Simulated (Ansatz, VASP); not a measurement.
**Zn: VASP beside Ansatz**

The input POSCAR:

```
Zn
1.0
    2.6187264646      0.0000000000      0.0000000000
   -1.3093632323      2.2678836439      0.0000000000
    0.0000000000      0.0000000000      4.8388970683
Zn
2
Direct
    0.3333333333      0.6666666667      0.2500000000
    0.6666666667      0.3333333333      0.7500000000
```

The input INCAR.step1:

```
ALGO = Normal
EDIFF = 1E-4
ENCUT = 520
GGA = PE
ISMEAR = -1
LASPH = True
LCHARG = False
LREAL = False
LWAVE = True
NBANDS = 19
NELM = 80
PREC = Accurate
SIGMA = 0.1
```

The input INCAR.step2:

```
ALGO = Normal
EDIFF = 1E-7
ENCUT = 520
ISIF = 2
ISMEAR = -1
ISTART = 1
LASPH = True
LCHARG = True
LELF = True
LMIXTAU = True
LREAL = False
LVHAR = True
LWAVE = False
METAGGA = R2SCAN
NBANDS = 19
NELM = 80
PREC = Accurate
SIGMA = 0.1
```

Contents of KPOINTS:

```
k-points
0
Gamma
  14 14 7
```

Input for Ansatz:

```yaml
crystal:
  lattice:
    - [2.6187264646, 0.0, 0.0]
    - [-1.3093632323, 2.2678836439, 0.0]
    - [0.0, 0.0, 4.8388970683]
  atoms:
    - { symbol: Zn, position: [0.3333333333, 0.6666666667, 0.25] }
    - { symbol: Zn, position: [0.6666666667, 0.3333333333, 0.75] }
hamiltonian:
  xc: r2scan
  pseudopotentials:
    kind: paw
    azcp:
      Zn: "pseudopotentials/Zn.paw.azcp"
basis:
  ecutwfc: 800
  fft_grid_basis: typed
kpoints:
  mp_grid: { grid: [14, 14, 7], shift: [0, 0, 0] }
magnetization:
  spin_polarized: false
scf:
  occupations: { method: fermi_dirac, width: 0.1 }
  lower_state_search: "off"
output:
  stress: true
```

Alike in both runs: task single point; functional r2SCAN; k mesh 14 × 14 × 7; occupations fermi-dirac, width 0.1 eV; no spin polarisation.

|  | VASP | Ansatz |
| --- | --- | --- |
| version | VASP 6.6.1 | Ansatz 0.2.0 |
| potentials or method | VASP PAW PBE potentials, release 64 (Zn), cutoff 520 eV | plane waves (800 eV) with PAW, scalar-relativistic |
| valence electrons in the cell | 24 | 24 |

|  | VASP | Ansatz | Ansatz less VASP |
| --- | --- | --- | --- |
| pressure (GPa) | 0.5 | 0.0 | -0.50 |
| traceless stress, the component that is largest in VASP (GPa) | -1.11 | -0.97 | +0.138 |

VASP's potentials were made for PBE, not for r2SCAN.
